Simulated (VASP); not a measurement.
Li:

```
CELL_PARAMETERS angstrom
4.42000 0.00000 0.00000
0.00000 4.42000 0.00000
0.00000 0.00000 4.42000
ATOMIC_POSITIONS crystal
Li 0.00000 0.00000 0.00000
Li 0.00000 0.50000 0.50000
Li 0.50000 0.00000 0.50000
Li 0.50000 0.50000 0.00000
```

| Quantity | Value |
| --- | --- |
| Program | VASP 6.6.1 |
| Task | relaxation of cell and atoms |
| Functional | PBEsol |
| Potentials or basis | VASP PAW PBE potentials, release 64 (Li_sv) |
| Cutoff | 600 eV |
| k mesh | 9 × 9 × 9 |
| Occupations | gaussian, width 0.05 eV |
| Spin | no spin polarisation |

At the start: pressure -1.0 GPa; volume 21.59 Å³/atom.

Q: How do energy, volume and symmetry change on relaxing?

A: Over 3 steps the energy falls by 5.3 meV/atom and the volume is 20.07 Å³/atom (-7.0 %); space group Fm-3m (No. 225, to 0.05 Å).

Step by step:
```tsv
step	energy change (eV)	largest force (eV/Å)	pressure (GPa)	volume (Å³)
1	0.0000	0.0000	-0.96	86.35
2	-0.0086	0.0000	-0.76	84.75
3	-0.0213	0.0000	-0.12	80.27
```

Final structure:
```yaml
crystal:
  lattice:
    - [4.31370, 0.00000, 0.00000]
    - [0.00000, 4.31370, 0.00000]
    - [0.00000, 0.00000, 4.31370]
  atoms:
    - { symbol: Li, position: [0.00000, 0.00000, 0.00000] }
    - { symbol: Li, position: [0.00000, 0.50000, 0.50000] }
    - { symbol: Li, position: [0.50000, 0.00000, 0.50000] }
    - { symbol: Li, position: [0.50000, 0.50000, 0.00000] }
```

Caveat: the cutoff is under 1.25 times the usual one of these potentials, so pressure, stress and relaxed cells hold a basis-set (Pulay) error; the PAW data sets were made with another functional, which shifts forces and pressure a little.
